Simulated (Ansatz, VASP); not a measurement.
# One calculation of SnO, two programs

Contents of INCAR:

```
SYSTEM = SnO
PREC = Accurate
ENCUT = 600
EDIFF = 1E-6
ISMEAR = 0
SIGMA = 0.15
LREAL = .FALSE.
LASPH = .TRUE.
NELM = 120
ALGO = Normal
ISIF = 2
LWAVE = .FALSE.
LCHARG = .FALSE.
GGA = PS
IVDW = 12
NBANDS = 28
GGA_COMPAT = .FALSE.
```

The input KPOINTS:

```
Automatic mesh
0
G
  12 12 10
  0 0 0
```

Contents of POSCAR:

```
SnO
1.0
    3.7703910616      0.0000000000      0.0000000000
    0.0000000000      3.7703910616      0.0000000000
    0.0000000000      0.0000000000      4.5633702865
Sn O
2 2
Direct
    0.0000000000      0.5000000000      0.2532585894
    0.5000000000      0.0000000000      0.7467414106
    0.0000000000      0.0000000000      0.0000000000
    0.5000000000      0.5000000000      0.0000000000
```

Input for Ansatz:

```yaml
crystal:
  lattice:
    - [3.7703910616, 0.0, 0.0]
    - [0.0, 3.7703910616, 0.0]
    - [0.0, 0.0, 4.5633702865]
  atoms:
    - { symbol: Sn, position: [0.0, 0.5, 0.2532585894] }
    - { symbol: Sn, position: [0.5, 0.0, 0.7467414106] }
    - { symbol: O, position: [0.0, 0.0, 0.0] }
    - { symbol: O, position: [0.5, 0.5, 0.0] }
basis:
  ecutwfc: 420
kpoints:
  mp_grid: { grid: [12, 12, 10] }
hamiltonian:
  xc: pbesol
  dispersion: d3bj
scf:
  occupations: { method: gaussian, width: 0.15 }
output:
  forces: true
  stress: true
  eigenvalues: true
  write_density: true
  write_potential: true
  elf: true
  volumetric_format: npy
```

Alike in both runs: task single point; functional PBEsol; dispersion D3(BJ); k mesh 12 × 12 × 10; occupations gaussian, width 0.15 eV; no spin polarisation.

```csv
,VASP,Ansatz
version,VASP 6.6.1,Ansatz 0.2.0
potentials or method,"VASP PAW PBE potentials, release 64 (Sn_d, O), cutoff 600 eV","scalar-relativistic, plane waves, PAW"
valence electrons in the cell,40,40
```

|  | VASP | Ansatz | Ansatz less VASP |
| --- | --- | --- | --- |
| gap on the k mesh at the Fermi level (eV) | none | none | - |
| pressure (GPa) | 0.2 | 0.0 | -0.22 |
| rms of the force components (eV/Å) | 0.037 | 0.003 | -0.0342 |

VASP's potentials were made for PBE, not for PBEsol. Atom by atom the forces differ by 0.034 eV/Å (rms over components). A gap of «none» marks a metal or a gap that the smearing closes.
